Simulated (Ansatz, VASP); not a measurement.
Eu in VASP and in Ansatz

File INCAR:

```
PREC = Accurate
ENCUT = 520
EDIFF = 1E-7
ISMEAR = -1
SIGMA = 0.05
LREAL = False
LASPH = True
NELM = 150
ALGO = Normal
ISIF = 2
LWAVE = False
LCHARG = True
ISPIN = 2
MAGMOM = 7
LORBIT = 11
LMAXMIX = 6
GGA = CA
LELF = True
LVHAR = True
NBANDS = 18
```

KPOINTS

```
Automatic mesh
0
Gamma
  8 8 8
```

The input POSCAR:

```
Eu
1.0
   -2.2718745629      2.2718745629      2.2718745629
    2.2718745629     -2.2718745629      2.2718745629
    2.2718745629      2.2718745629     -2.2718745629
Eu
1
Direct
    0.0000000000      0.0000000000      0.0000000000
```

Contents of input.yaml:

```yaml
crystal:
  lattice:
    - [-2.2718745629, 2.2718745629, 2.2718745629]
    - [2.2718745629, -2.2718745629, 2.2718745629]
    - [2.2718745629, 2.2718745629, -2.2718745629]
  atoms:
    - { symbol: Eu, position: [0.0, 0.0, 0.0], spin: 7.0 }
kpoints:
  mp_grid: { grid: [8, 8, 8] }
scf:
  occupations: { method: fermi_dirac, width: 0.05 }
hamiltonian:
  xc: lda
  pseudopotentials: { kind: all_electron, lapw: { basis_error: 0.001 } }
magnetization:
  spin_polarized: true
output:
  forces: true
  stress: true
  eigenvalues: true
```

Change from the starting cell: volume scaled by 0.96.

Alike in both runs: task single point; functional LDA; k mesh 8 × 8 × 8; occupations fermi-dirac, width 0.05 eV; collinear spin.

|  | VASP | Ansatz |
| --- | --- | --- |
| version | VASP 6.6.1 | Ansatz 0.2.0 |
| potentials or method | VASP PAW PBE potentials, release 64 (Eu), cutoff 520 eV | all-electron LAPW, scalar-relativistic |

|  | VASP | Ansatz | Ansatz less VASP |
| --- | --- | --- | --- |
| gap on the k mesh at the Fermi level (eV) | none | none | - |
| pressure (GPa) | -3.7 | -3.4 | +0.35 |
| net moment per atom (μB) | 7.22 | 7.26 | +0.040 |
| size of the moment on the site where the two differ most (μB) | 6.69 | 7.12 | +0.429 |

VASP's potentials were made for PBE, not for LDA. LDA's correlation is that of Perdew and Zunger in VASP and of Perdew and Wang (1992) in Ansatz. Site moments also hang on the region over which each program counts them. A gap of «none» marks a metal or a gap that the smearing closes. Ansatz ran all-electron here, and VASP with PAW potentials.

Neither program's run includes spin-orbit coupling. Noted on Ansatz's run: the open f shell may have settled in a state that isn't the lowest.
